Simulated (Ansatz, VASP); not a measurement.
**AgI in VASP and in Ansatz**

INCAR

```
PREC = Accurate
ENCUT = 500
EDIFF = 1E-6
ISMEAR = -1
SIGMA = 0.02
LREAL = False
LASPH = True
NELM = 120
ALGO = Normal
ISIF = 2
LWAVE = False
LCHARG = False
GGA = PE
NBANDS = 26
GGA_COMPAT = False
```

Contents of KPOINTS:

```
regular mesh
0
Gamma
  6 6 4
```

Contents of POSCAR:

```
AgI
1.0
    4.6508717428      0.0000000000      0.0000000000
   -2.3254358714      4.0277730790      0.0000000000
    0.0000000000      0.0000000000      7.5233037214
Ag I
2 2
Direct
    0.3333333333      0.6666666667     -0.0014179145
    0.6666666667      0.3333333333      0.4985820855
    0.3333333333      0.6666666667      0.3764179145
    0.6666666667      0.3333333333      0.8764179145
```

Input for Ansatz:

```yaml
crystal:
  lattice:
    - [4.6508717428, 0.0, 0.0]
    - [-2.3254358714, 4.027773079, 0.0]
    - [0.0, 0.0, 7.5233037214]
  atoms:
    - { symbol: Ag, position: [0.3333333333, 0.6666666667, -0.0014179145] }
    - { symbol: Ag, position: [0.6666666667, 0.3333333333, 0.4985820855] }
    - { symbol: I, position: [0.3333333333, 0.6666666667, 0.3764179145] }
    - { symbol: I, position: [0.6666666667, 0.3333333333, 0.8764179145] }
kpoints:
  mp_grid: { grid: [6, 6, 4] }
  band_path:
    path:
      - [0.0, 0.0, 0.0]
      - [0.5, 0.0, 0.0]
      - [0.3333333333, 0.3333333333, 0.0]
      - [0.0, 0.0, 0.5]
      - [0.5, 0.0, 0.5]
      - [0.3333333333, 0.3333333333, 0.5]
    npoints: 1
hamiltonian:
  xc: pbe
scf:
  occupations: { method: fermi_dirac, width: 0.02 }
  n_extra_bands: 5
output:
  forces: true
  stress: true
  eigenvalues: true
```

Change from the starting cell: uniaxial_z strain -1.0%.

Alike in both runs: task single point; functional PBE; k mesh 6 × 6 × 4; occupations fermi-dirac, width 0.02 eV; no spin polarisation.

```csv
,VASP,Ansatz
version,VASP 6.6.1,Ansatz 0.2.0
potentials or method,"VASP PAW PBE potentials, release 64 (Ag, I)","plane waves, PAW"
plane-wave cutoff (eV),500,420
valence electrons in the cell,36,72
```

VASP gave:

```
gap on the k mesh at the Fermi level (eV)                     : 1.38
pressure (GPa)                                                : 0.9
traceless stress, the component that is largest in VASP (GPa) : 0.13
```

Question: Estimate Ansatz's values.

Answer: gap on the k mesh at the Fermi level (eV): 1.37; pressure (GPa): 0.9; traceless stress, the component that is largest in VASP (GPa): 0.13.

With one functional, cell and mesh, what is left measures potentials, basis and numerics. VASP's potentials hold 36 valence electrons a cell and Ansatz's 72, so a difference there can come from the potentials and not from the codes.

Neither program's run includes spin-orbit coupling.
